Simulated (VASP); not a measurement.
Crystal: Ge.

```xyz
2
Lattice="0.0000 2.9768 2.9768 2.9768 0.0000 2.9768 2.9768 2.9768 0.0000" Properties=species:S:1:pos:R:3 pbc="T T T"
Ge    0.0000    0.0000    0.0000
Ge    1.4884    1.4884    1.4884
```

* Program: VASP 6.6.1
* Task: relaxation of cell and atoms
* Functional: PBEsol
* Potentials or basis: VASP PAW PBE potentials, release 64 (Ge_d)
* Cutoff: 600 eV
* k mesh: 12 × 12 × 12
* Occupations: gaussian, width 0.1 eV
* Spin: no spin polarisation

At the start: pressure -6.8 GPa; volume 26.38 Å³/atom.

Where does the relaxation end?

Over 21 steps the energy falls by 87.2 meV/atom and the volume is 22.84 Å³/atom (-13.4 %); space group Fd-3m (No. 227, to 0.05 Å).

Step by step:
| step | energy change (eV) | largest force (eV/Å) | pressure (GPa) | volume (Å³) |
| --- | --- | --- | --- | --- |
| 1 | 0.0000 | 0.0000 | -6.83 | 52.76 |
| 2 | -0.1693 | 0.0000 | 1.65 | 44.63 |
| 3 | -0.1744 | 0.0000 | 0.18 | 45.66 |
| 4 | -0.1743 | 0.0000 | -0.22 | 45.81 |
| 5 | -0.1743 | 0.0000 | -0.18 | 45.80 |
| 6 | -0.1743 | 0.0000 | -0.30 | 45.78 |
| 7 | -0.1743 | 0.0000 | -0.20 | 45.78 |
| 8 | -0.1743 | 0.0000 | -0.19 | 45.78 |
| 9 | -0.1743 | 0.0000 | -0.19 | 45.78 |
| 10 | -0.1743 | 0.0000 | -0.20 | 45.78 |
| 11 | -0.1743 | 0.0000 | -0.07 | 45.78 |
| 12 | -0.1743 | 0.0000 | -0.14 | 45.77 |
| 13 | -0.1743 | 0.0000 | -0.23 | 45.76 |
| 14 | -0.1743 | 0.0000 | -0.27 | 45.73 |
| 15 | -0.1744 | 0.0000 | 0.04 | 45.68 |
| 16 | -0.1744 | 0.0000 | -0.09 | 45.69 |
| 17 | -0.1744 | 0.0000 | 0.12 | 45.68 |
| 18 | -0.1744 | 0.0000 | 0.06 | 45.69 |
| 19 | -0.1744 | 0.0000 | -0.18 | 45.69 |
| 20 | -0.1744 | 0.0000 | 0.06 | 45.69 |
| 21 | -0.1744 | 0.0000 | -0.01 | 45.69 |

Final structure:
```
CELL_PARAMETERS angstrom
0.00000 2.83743 2.83743
2.83743 0.00000 2.83743
2.83743 2.83743 0.00000
ATOMIC_POSITIONS crystal
Ge 0.00000 0.00000 0.00000
Ge 0.25000 0.25000 0.25000
```

Caveat: the PAW data sets were made with another functional, which shifts forces and pressure a little.
